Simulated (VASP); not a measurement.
Set up this calculation in VASP 6.6.1, as the native input.

```yaml
Task: single point
Functional: PBE
Potentials_or_basis: VASP PAW PBE potentials, release 64 (Ta_pv)
Cutoff: 520 eV
k_mesh: 20 × 20 × 20
Occupations: gaussian, width 0.15 eV
Spin: no spin polarisation
Dipole_correction: no
Further_INCAR_settings: ALGO = Fast; EDIFF = 1e-06; NBANDS = 12
```

The structure of Ta lies in POSCAR:

```
Ta
1.0
   -1.7833824000      1.7833824000      1.5191776000
    1.7833824000     -1.7833824000      1.5191776000
    1.7833824000      1.7833824000     -1.5191776000
Ta
1
Direct
    0.0000000000      0.0000000000      0.0000000000
```

This cell differs from its parent crystal: strain +0.080 along x and y, -0.080 along z.

These files were run (other wordings do the same):

INCAR

```
SYSTEM = Ta
PREC = Accurate
ENCUT = 520
EDIFF = 1E-6
ISMEAR = 0
SIGMA = 0.15
LREAL = .False.
LASPH = .True.
NELM = 60
ALGO = Fast
ISIF = 2
LWAVE = .False.
LCHARG = .False.
GGA = PE
NBANDS = 12
```

KPOINTS

```
Automatic mesh
0
Gamma
  20 20 20
  0 0 0
```

Potentials or basis: VASP PAW PBE potentials, release 64 (Ta_pv).

Launch:

```bash
$ cat potpaw_PBE.64/Ta_pv/POTCAR > POTCAR
$ mpirun -np 1 vasp_std > vasp.out
```

It gave:

```json
{
 "Pressure": "-7.5 GPa",
 "Band gap on the k mesh": "zero (an odd number of electrons rules out a gap without spin polarisation)"
}
```

Caveat: the cell differs from its parent crystal (strain +0.080 along x and y, -0.080 along z); the stress differs along the axes, from -10 to -2 GPa; spin-orbit coupling is left out, which moves the levels of the heavy elements.

Wall time 73 s on 1 thread of Intel(R) Xeon(R) Platinum 8559C (Emerald Rapids), on a shared host, peak memory 0.25 GiB.
